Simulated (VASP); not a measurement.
# Zr8S15 (a cell with a defect) in VASP: a series of runs

Runs on Zr8S15 (a cell with a defect). Level: PBEsol. Tasks: single point.

Everything below comes from runs of VASP 6.6.1. Logs are shortened: lines on timing, memory, paths and dates and some standing lists are left out, and cuts for length are marked.

## 1. The cell of the first run

The cell holds a defect, 23 atoms: a = 7.187 Å, b = 7.187 Å, c = 11.582 Å, α = 90.00°, β = 90.00°, γ = 120.00°.

## 2. Single point, PBEsol

The input, INCAR:

```
SYSTEM = Zr8S15
ALGO = Normal ; EDIFF = 1E-6
ENCUT = 400 ; GGA = PS
GGA_COMPAT = .False. ; ISIF = 2
ISMEAR = -1 ; LASPH = .True.
LCHARG = .False. ; LREAL = .False.
LWAVE = .False. ; NBANDS = 110
NELM = 120 ; PREC = Accurate
SIGMA = 0.05
```

The input, KPOINTS:

```
k-points
0
Gamma
  2 2 2
  0 0 0
```

The input, POSCAR:

```
Zr8S15
1.0
    7.1865319500      0.0000000000      0.0000000000
   -3.5932659700      6.2237192300      0.0000000000
    0.0000000000      0.0000000000     11.5816051600
Zr S
8 15
Direct
   -0.0013448742     -0.0280864212     -0.0091352622
    0.0138205587      0.0368750568      0.4998580007
   -0.0178797100      0.4540818593     -0.0098394824
    0.0130638664      0.5369588306      0.4991475638
    0.5100124587     -0.0263782786      0.0263803675
    0.5133524115      0.0355894911      0.4997018911
    0.4958118998      0.4624046962      0.0169954853
    0.5131987250      0.5356951168      0.4968512499
    0.1485283537      0.2994606490      0.1254560987
    0.3456585087      0.2014824181      0.3719752090
    0.1811791069      0.3711073579      0.6253043425
    0.3011999817      0.2046904677      0.8643315725
    0.1477477520      0.7896570874      0.1138137574
    0.3458441062      0.7040065334      0.3717947504
    0.1795254119      0.8694725453      0.6267323829
    0.6798735792      0.3135858042      0.1344640901
    0.8462128985      0.2024080704      0.3729554704
    0.6789512820      0.3706246884      0.6250573992
    0.7784522317      0.1074359198      0.8724465098
    0.6722899986      0.8097214565      0.1363744471
    0.8485226817      0.7041906677      0.3714808907
    0.6793626132      0.8678876409      0.6249176949
    0.8132538324      0.6268179614      0.8739299829
```

Potentials or basis: VASP PAW PBE potentials, release 64 (Zr_sv, S).

Launch:

```
$ cat potpaw_PBE.64/Zr_sv/POTCAR potpaw_PBE.64/S/POTCAR > POTCAR
$ mpirun -np 1 vasp_std > vasp.out
```

OUTCAR:

```text
SYSTEM = Zr8S15
   EDIFF = 1E-6
   ENCUT = 400
   GGA = PS
   ISIF = 2
   ISMEAR = -1
   LASPH = .True.
   LREAL = .False.
   NELM = 120
   PREC = Accurate

 ion  position               nearest neighbor table
   1  0.999  0.972  0.991-  12 2.46  13 2.51  23 2.54   9 2.57  19 2.62  20 2.64   3 3.53   5 3.54
                             7 3.56   7 3.65   3 3.66   5 3.69
   2  0.014  0.037  0.500-  22 2.54  11 2.54  15 2.54  10 2.54  17 2.54  21 2.55   8 3.59   4 3.59
                             6 3.59   6 3.59   4 3.60   8 3.60
   3  0.982  0.454  0.990-  23 2.52  16 2.52  13 2.53   9 2.54  19 2.56   5 3.45   1 3.53   7 3.54
                             1 3.66   7 3.68   5 3.79
   4  0.013  0.537  0.499-  21 2.54  18 2.54  11 2.54  14 2.54  15 2.54  17 2.54   8 3.59   6 3.59
                             2 3.59   2 3.60   6 3.60   8 3.60
   5  0.510  0.974  0.026-  20 2.40  19 2.44  16 2.46  13 2.47  12 3.32   3 3.45   1 3.54   7 3.57
                             7 3.63   1 3.69   3 3.79
   6  0.513  0.036  0.500-  22 2.53  17 2.54  14 2.54  18 2.54  15 2.55  10 2.55   4 3.59   2 3.59
                             8 3.59   2 3.59   8 3.59   4 3.60
   7  0.496  0.462  0.017-  12 2.43  16 2.48   9 2.50  20 2.57  23 2.58   3 3.54   1 3.56   5 3.57
                             5 3.63   1 3.65   3 3.68
   8  0.513  0.536  0.497-  10 2.53  18 2.54  14 2.54  21 2.54  22 2.54  11 2.55   2 3.59   4 3.59
                             6 3.59   6 3.59   4 3.60   2 3.60
   9  0.149  0.299  0.125-   7 2.50   3 2.54   1 2.57
  10  0.346  0.201  0.372-   8 2.53   2 2.54   6 2.55
  11  0.181  0.371  0.625-   2 2.54   4 2.54   8 2.55
  12  0.301  0.205  0.864-   7 2.43   1 2.46   5 3.32
  13  0.148  0.790  0.114-   5 2.47   1 2.51   3 2.53
  14  0.346  0.704  0.372-   6 2.54   8 2.54   4 2.54
  15  0.180  0.869  0.627-   2 2.54   4 2.54   6 2.55
  16  0.680  0.314  0.134-   5 2.46   7 2.48   3 2.52
  17  0.846  0.202  0.373-   6 2.54   2 2.54   4 2.54
  18  0.679  0.371  0.625-   8 2.54   4 2.54   6 2.54
  19  0.778  0.107  0.872-   5 2.44   3 2.56   1 2.62
  20  0.672  0.810  0.136-   5 2.40   7 2.57   1 2.64
  21  0.849  0.704  0.371-   4 2.54   8 2.54   2 2.55
  22  0.679  0.868  0.625-   6 2.53   2 2.54   8 2.54
  23  0.813  0.627  0.874-   3 2.52   1 2.54   7 2.58

  LATTYP: Found a hexagonal cell.
 ALAT       =     7.1865319500
 C/A-ratio  =     1.6115708162

  Lattice vectors:

 A1 = (   7.1865319500,   0.0000000000,   0.0000000000)
 A2 = (  -3.5932659700,   6.2237192300,   0.0000000000)
 A3 = (   0.0000000000,   0.0000000000,  11.5816051600)

Analysis of symmetry for initial positions (statically):
=====================================================================
 Subroutine PRICEL returns:
 Original cell was already a primitive cell.

 Routine SETGRP: Setting up the symmetry group for a
 hexagonal supercell.

 Subroutine GETGRP returns: Found  1 space group operations
 (whereof  1 operations were pure point group operations)
 out of a pool of 24 trial point group operations.

The static configuration has the point symmetry C_1 .

Analysis of symmetry for dynamics (positions and initial velocities):
=====================================================================
 Subroutine PRICEL returns:
 Original cell was already a primitive cell.

 Routine SETGRP: Setting up the symmetry group for a
 hexagonal supercell.

 Subroutine GETGRP returns: Found  1 space group operations
 (whereof  1 operations were pure point group operations)
 out of a pool of 24 trial point group operations.

The dynamic configuration has the point symmetry C_1 .

 Subroutine INISYM returns: Found  1 space group operations
 (whereof  1 operations are pure point group operations),
 and found     1 'primitive' translations

----------------------------------------------------------------------------------------

                                     Primitive cell

  volume of cell :     518.0100

  direct lattice vectors                    reciprocal lattice vectors
[... 44 lines left out ...]
  Thomas-Fermi vector in A             =   2.300137
   LORBIT       =      0    0 simple, 1 ext, 2 COOP (PROOUT), +10 PAW based schemes
   GGA     = PS    functional components
   LHFCALC =     F    Hartree Fock is set to
   AEXX    =    0.0000 exact exchange contribution
   IVDW    =     0    specifies the selected vdW correction
   LEPSILON=     F    determine dielectric tensor
   LRPA    =     F    only Hartree local field effects (RPA)
 non-spin polarized calculation
  energy-cutoff  :      400.00
  volume of cell :      518.01
 maximum number of plane-waves:      9464
 NGX is ok and might be reduce to    48
   NGX = 23   NGY = 23   NGZ = 37

 number of electron     185.9999999 magnetization

 Free energy of the ion-electron system (eV)
  ---------------------------------------------------
  ext. energy  EPLUGINS =         0.00000000
  ---------------------------------------------------
  free energy    TOTEN  =      -171.64753251 eV

  energy without entropy =     -171.57679188  energy(sigma->0) =     -171.61216219

 E-fermi :   5.6170     XC(G=0):  -9.8248

 val. band max:        5.5914110858   @ k =   0.5000   0.5000   0.5000
 cond. band min:       5.6311147450   @ k =   0.0000   0.0000   0.5000
 fundamental gap:      0.0397036592
 Fermi energy:         5.6169955876

 k-point     1 :       0.0000    0.0000    0.0000
  band No.  band energies     occupation
      1     -44.0072      2.00000
      2     -43.8738      2.00000
      3     -43.8398      2.00000
      4     -43.7968      2.00000
      5     -43.7738      2.00000
      6     -43.7701      2.00000
[... 97 lines left out ...]
    104       7.0276      0.00000
    105       7.4729      0.00000

 k-point     2 :       0.5000    0.0000    0.0000
  band No.  band energies     occupation
      1     -44.0068      2.00000
      2     -43.8730      2.00000
      3     -43.8405      2.00000
      4     -43.7860      2.00000
      5     -43.7820      2.00000
      6     -43.7717      2.00000
[... 640 lines left out ...]
 k-point     8 :       0.5000    0.5000    0.5000
  band No.  band energies     occupation
      1     -44.0068      2.00000
      2     -43.8724      2.00000
      3     -43.8412      2.00000
      4     -43.7866      2.00000
      5     -43.7808      2.00000
      6     -43.7729      2.00000
[... 97 lines left out ...]
    104       7.2587      0.00000
    105       7.4868      0.00000
 [bands above 105 left out]

------------------------ aborting loop because EDIFF is reached ----------------------------------------

  FORCE on cell =-STRESS in cart. coord.  units (eV):
  Direction    XX          YY          ZZ          XY          YZ          ZX
  --------------------------------------------------------------------------------------
  -------------------------------------------------------------------------------------
  Total        3.8525552      4.2089599      3.0414928      0.6689166      0.3411888     -0.5040039
  in kB       11.9157489     13.0180897      9.4071760      2.0689236      1.0552788     -1.5588572
  external PRESSURE =      11.4470049 kB  Pullay stress =       0.0000000 kB

 VOLUME and BASIS-vectors are now :
 -----------------------------------------------------------------------------
  energy-cutoff  :      400.00
  volume of cell :      518.01
      direct lattice vectors                 reciprocal lattice vectors
     7.186531950  0.000000000  0.000000000     0.139149176  0.080337814  0.000000000
    -3.593265970  6.223719230  0.000000000     0.000000000  0.160675629  0.000000000
     0.000000000  0.000000000 11.581605160     0.000000000  0.000000000  0.086343817

 POSITION                                       TOTAL-FORCE (eV/Angst)
 -----------------------------------------------------------------------------------
      3.68452      6.04892     11.47580        -0.016382      0.018567      0.028224
     -0.03318      0.22950      5.78916        -0.003698     -0.032694      0.011325
      5.42640      2.82608     11.46765        -0.104287      0.092068      0.060562
     -1.83555      3.34188      5.78093        -0.002481     -0.030046      0.011561
      0.16674      6.05955      0.30553        -0.126180      0.036805     -0.178741
      3.56134      0.22150      5.78735        -0.006505     -0.028517      0.008518
[... 15 lines left out ...]
      1.76371      5.40149      7.23755         0.009821     -0.005088      0.025323
      3.59215      3.90114     10.12151        -0.040388      0.061720     -0.032887
 -----------------------------------------------------------------------------------
    total drift:                               -0.000243     -0.000209     -0.000167

  FREE ENERGIE OF THE ION-ELECTRON SYSTEM (eV)
  ---------------------------------------------------
  free  energy   TOTEN  =      -171.6475325058 eV

  energy  without entropy=     -171.5767918816  energy(sigma->0) =     -171.61216219
```

Run time: 9.9 min. Hardware: 1 thread of Intel Xeon Platinum 8488C (Sapphire Rapids), shared host; peak memory 0.54 GiB.

What came out:

```
Free energy            : -171.6475 eV
Pressure               : 1.1 GPa
Largest force          : 0.555 eV/Å
Band gap on the k mesh : 0.04 eV
```

Forces in eV/Å, atoms in the order of the input:
```
Zr  -0.016  0.019  0.028
Zr  -0.004 -0.033  0.011
Zr  -0.104  0.092  0.061
Zr  -0.002 -0.030  0.012
Zr  -0.126  0.037 -0.179
Zr  -0.007 -0.029  0.009
Zr  -0.054  0.064  0.000
Zr   0.001 -0.029  0.022
S   -0.043  0.061 -0.025
S    0.004 -0.009 -0.013
S    0.010 -0.016  0.056
S    0.448 -0.327 -0.026
S   -0.026  0.045  0.116
S    0.008 -0.018 -0.005
S    0.010 -0.010  0.018
S   -0.055 -0.014 -0.004
S    0.008 -0.011 -0.023
S    0.010 -0.014  0.029
S    0.073  0.120 -0.056
S   -0.107  0.062 -0.012
S    0.004 -0.016 -0.012
S    0.010 -0.005  0.025
S   -0.040  0.062 -0.033
```

Stress tensor (GPa, compression positive):
```
 1.19  0.21 -0.16
 0.21  1.30  0.11
-0.16  0.11  0.94
```

Levels at points of the mesh, in eV from the valence-band top:
```tsv
k point	band 90	band 91	band 92	band 93	band 94	band 95	band 96	band 97
(0.00, 0.00, 0.00)	-0.96	-0.74	-0.74	-0.13	0.04	0.08	0.18	0.25
(0.50, 0.00, 0.00)	-1.61	-1.33	-1.21	-0.06	0.41	0.53	0.61	0.73
(0.00, 0.50, 0.00)	-1.61	-1.29	-1.21	-0.12	0.37	0.55	0.60	0.62
(0.50, 0.50, 0.00)	-1.61	-1.30	-1.29	0.00	0.38	0.59	0.63	0.64
(0.00, 0.00, 0.50)	-1.40	-0.75	-0.74	-0.08	0.04	0.18	0.20	0.24
(0.50, 0.00, 0.50)	-1.60	-1.31	-1.09	-0.08	0.37	0.56	0.63	0.66
(0.00, 0.50, 0.50)	-1.58	-1.27	-1.15	-0.10	0.37	0.55	0.59	0.62
(0.50, 0.50, 0.50)	-1.58	-1.31	-1.13	0.00	0.37	0.54	0.61	0.68
```

Caveat: the k points lie up to 0.50 Å⁻¹ apart; the PAW data sets were made with another functional, which shifts forces and pressure a little.

## 3. Single point, PBEsol

The input, INCAR:

```
PREC = Accurate
ENCUT = 400
EDIFF = 1E-6
ISMEAR = -1
SIGMA = 0.05
LREAL = F
LASPH = T
NELM = 120
ALGO = Normal
ISIF = 2
LWAVE = F
LCHARG = T
GGA = PS
LELF = T
LVHAR = T
NBANDS = 110
GGA_COMPAT = F
```

The input, KPOINTS:

```
regular mesh
0
Gamma
  2 2 2
```

The input, POSCAR:

```
Zr8S15
1.0
    7.1865319500      0.0000000000      0.0000000000
   -3.5932659700      6.2237192300      0.0000000000
    0.0000000000      0.0000000000     11.5816051600
Zr S
8 15
Direct
    0.0165805079      0.0382210365     -0.0168920454
   -0.0038832681     -0.0145962561      0.4982430259
    0.0188691178      0.5145829819     -0.0098550243
   -0.0030281731      0.4871392632      0.4995529480
    0.5388865541      0.0382544571      0.0347569266
    0.4973856935     -0.0118098194      0.5006902687
    0.5173912577      0.5215911708      0.0189366670
    0.4963594693      0.4876809007      0.4965537955
    0.1688418887      0.3402346606      0.1313223840
    0.3298091918      0.1512532885      0.3718098606
    0.1624441291      0.3182995451      0.6222819635
    0.2827053452      0.4934396759      0.8612171510
    0.1665442063      0.8512585167      0.1072917772
    0.3289875515      0.6551773705      0.3722611797
    0.1619268156      0.8195388981      0.6273381711
    0.7021937241      0.3638020798      0.1416874412
    0.8282695024      0.1533023848      0.3733179417
    0.6620547943      0.3221216970      0.6257523806
    0.7783802839      0.1570342369      0.8721446518
    0.7082859799      0.8604255433      0.1316605927
    0.8308900306      0.6538068074      0.3709477176
    0.6622378230      0.8172103869      0.6257124034
    0.8351399174      0.6807953321      0.8748584380
```

Potentials or basis: VASP PAW PBE potentials, release 64 (Zr_sv, S).

Launch:

```
$ cat potpaw_PBE.64/Zr_sv/POTCAR potpaw_PBE.64/S/POTCAR > POTCAR
$ mpirun -np 1 vasp_std > vasp.out
```

Run time: 9.7 min. Hardware: 1 thread of Intel Xeon Platinum 8488C (Sapphire Rapids), shared host; peak memory 0.54 GiB.

The run converged. Its results:

| Item | Value |
| --- | --- |
| Free energy | -171.4645 eV |
| Pressure | 1.0 GPa |
| Largest force | 0.025 eV/Å |
| Band gap on the k mesh | 0.12 eV |

Forces in eV/Å, atoms in the order of the input:
```
Zr   0.013  0.018 -0.012
Zr   0.000 -0.005  0.005
Zr  -0.002  0.001  0.007
Zr  -0.002  0.000  0.005
Zr   0.000 -0.008 -0.016
Zr  -0.002  0.004 -0.002
Zr   0.013  0.000 -0.006
Zr   0.002  0.003 -0.001
S   -0.007 -0.007  0.015
S    0.002 -0.002 -0.020
S   -0.002 -0.001  0.014
S    0.002 -0.002 -0.014
S   -0.008 -0.004  0.023
S    0.000  0.001 -0.020
S   -0.001  0.000  0.019
S    0.000  0.007  0.016
S   -0.001  0.000 -0.018
S    0.000  0.000  0.019
S   -0.001 -0.001 -0.018
S    0.000  0.000  0.020
S    0.000  0.002 -0.017
S    0.002 -0.001  0.020
S   -0.005 -0.006 -0.018
```

Stress tensor (GPa, compression positive):
```
1.10 0.07 0.14
0.07 0.79 0.45
0.14 0.45 1.21
```

Levels at points of the mesh, in eV from the valence-band top:
```tsv
k point	band 90	band 91	band 92	band 93	band 94	band 95	band 96	band 97
(0.00, 0.00, 0.00)	-0.86	-0.70	-0.70	-0.11	0.12	0.17	0.29	0.31
(0.50, 0.00, 0.00)	-1.56	-1.27	-1.05	-0.01	0.47	0.57	0.67	0.78
(0.00, 0.50, 0.00)	-1.57	-1.29	-1.05	-0.01	0.54	0.59	0.67	0.76
(0.50, 0.50, 0.00)	-1.55	-1.30	-1.04	-0.06	0.44	0.61	0.67	0.77
(0.00, 0.00, 0.50)	-1.35	-0.71	-0.70	-0.06	0.15	0.21	0.26	0.27
(0.50, 0.00, 0.50)	-1.48	-1.21	-1.01	-0.01	0.42	0.55	0.67	0.80
(0.00, 0.50, 0.50)	-1.50	-1.25	-1.14	0.00	0.55	0.62	0.66	0.74
(0.50, 0.50, 0.50)	-1.55	-1.17	-1.02	-0.07	0.45	0.61	0.65	0.73
```

Caveat: the k points lie up to 0.50 Å⁻¹ apart; the PAW data sets were made with another functional, which shifts forces and pressure a little.

## 4. Single point, PBEsol

The input, INCAR:

```
SYSTEM = Zr8S15
ALGO = Normal ; EDIFF = 1E-6
ENCUT = 400 ; GGA = PS
GGA_COMPAT = .FALSE. ; ISIF = 2
ISMEAR = -1 ; LASPH = .TRUE.
LCHARG = .TRUE. ; LELF = .TRUE.
LREAL = .FALSE. ; LVHAR = .TRUE.
LWAVE = .FALSE. ; NBANDS = 110
NELM = 120 ; PREC = Accurate
SIGMA = 0.05
```

The input, KPOINTS:

```
k-points
0
G
  2 2 2
  0 0 0
```

The input, POSCAR:

```
Zr8S15
1.0
    7.1865319500      0.0000000000      0.0000000000
   -3.5932659700      6.2237192300      0.0000000000
    0.0000000000      0.0000000000     11.5816051600
Zr S
8 15
Direct
   -0.0003810292      0.0153305438     -0.0094097492
   -0.0029953097     -0.0096215780      0.4990585433
    0.0156345491      0.5154422752     -0.0075868585
   -0.0027356317      0.4911220907      0.4999446899
    0.5248232076      0.0210409556      0.0213106039
    0.4974127740     -0.0082657970      0.5006539180
    0.5134157834      0.5203658585      0.0172298224
    0.4967143906      0.4914275350      0.4974122257
    0.1665515869      0.3363069449      0.1257450915
    0.3302311064      0.1561090666      0.3722352766
    0.1642019858      0.3242194780      0.6249454976
    0.3232038218      0.5967642277      0.8664148761
    0.1663951700      0.8473033254      0.1148544594
    0.3295882750      0.6588242253      0.3723284416
    0.1628656053      0.8240914814      0.6272261832
    0.6871509942      0.3457839148      0.1354011796
    0.8294289009      0.1576917216      0.3731127025
    0.6630564179      0.3258133802      0.6259042594
    0.8014901325      0.1620293209      0.8706659276
    0.6953842351      0.8553647431      0.1329745729
    0.8315460444      0.6582343850      0.3715085207
    0.6632044834      0.8223794826      0.6258336301
    0.8312961964      0.6740307274      0.8740255656
```

Launch:

```
$ cat potpaw_PBE.64/Zr_sv/POTCAR potpaw_PBE.64/S/POTCAR > POTCAR
$ mpirun -np 1 vasp_std > vasp.out
```

Run time: 10 min. Hardware: 1 thread of Intel Xeon Platinum 8488C (Sapphire Rapids), shared host; peak memory 0.54 GiB.

The run converged. Its results:

```yaml
Free_energy: -171.7634 eV
Pressure: 0.9 GPa
Largest_force: 0.634 eV/Å
Band_gap_on_the_k_mesh: 0.04 eV
```

Forces on the atoms (eV/Å):
```
Zr  -0.017 -0.158  0.069
Zr  -0.002  0.004  0.013
Zr  -0.007 -0.017  0.031
Zr  -0.004  0.004  0.008
Zr  -0.035 -0.130 -0.168
Zr  -0.003  0.005  0.000
Zr  -0.002 -0.034 -0.030
Zr   0.002  0.007  0.007
S    0.005 -0.049 -0.046
S    0.001  0.006 -0.014
S    0.005  0.013  0.050
S   -0.069  0.628  0.042
S    0.021 -0.051  0.110
S    0.005 -0.001 -0.019
S    0.004  0.005  0.017
S   -0.030 -0.137 -0.055
S    0.006  0.005 -0.020
S    0.008 -0.002  0.021
S    0.161  0.009 -0.036
S   -0.059 -0.055  0.037
S    0.003  0.005 -0.010
S    0.004  0.008  0.020
S    0.004 -0.066 -0.028
```

Stress tensor (GPa, compression positive):
```
 1.39  0.02 -0.04
 0.02  0.86 -0.26
-0.04 -0.26  0.58
```

Levels at points of the mesh, in eV from the valence-band top:
```tsv
k point	band 90	band 91	band 92	band 93	band 94	band 95	band 96	band 97
(0.00, 0.00, 0.00)	-0.96	-0.73	-0.73	-0.11	0.04	0.09	0.16	0.21
(0.50, 0.00, 0.00)	-1.62	-1.34	-1.25	-0.06	0.42	0.53	0.60	0.67
(0.00, 0.50, 0.00)	-1.61	-1.34	-1.29	-0.01	0.38	0.59	0.61	0.65
(0.50, 0.50, 0.00)	-1.61	-1.34	-1.23	-0.11	0.36	0.51	0.62	0.63
(0.00, 0.00, 0.50)	-1.38	-0.74	-0.74	-0.10	0.04	0.18	0.20	0.22
(0.50, 0.00, 0.50)	-1.56	-1.30	-1.11	-0.07	0.39	0.57	0.60	0.62
(0.00, 0.50, 0.50)	-1.56	-1.32	-1.14	0.00	0.37	0.55	0.61	0.67
(0.50, 0.50, 0.50)	-1.56	-1.29	-1.12	-0.10	0.36	0.52	0.60	0.62
```

Caveat: the k points lie up to 0.50 Å⁻¹ apart; the PAW data sets were made with another functional, which shifts forces and pressure a little.

## 5. Summary

```csv
cell,gap on the mesh (eV),pressure (GPa),largest force (eV/Å)
"as given, atomic positions A",0.04,1.1,0.56
"as given, atomic positions B",0.12,1.0,0.02
"as given, atomic positions C",0.04,0.9,0.63
```

Alike in all rows: task single point; level PBEsol; potentials or basis VASP PAW PBE potentials, release 64 (Zr_sv, S); no spin polarisation; k mesh 2 × 2 × 2; cutoff (eV) 400; smearing fermi-dirac 0.05 eV.

Caveats: all runs use coarse meshes; the PAW data sets were made with another functional, which shifts forces and pressure a little.

Total energies depend on the potentials used, so only differences within one code and one set of settings carry meaning.
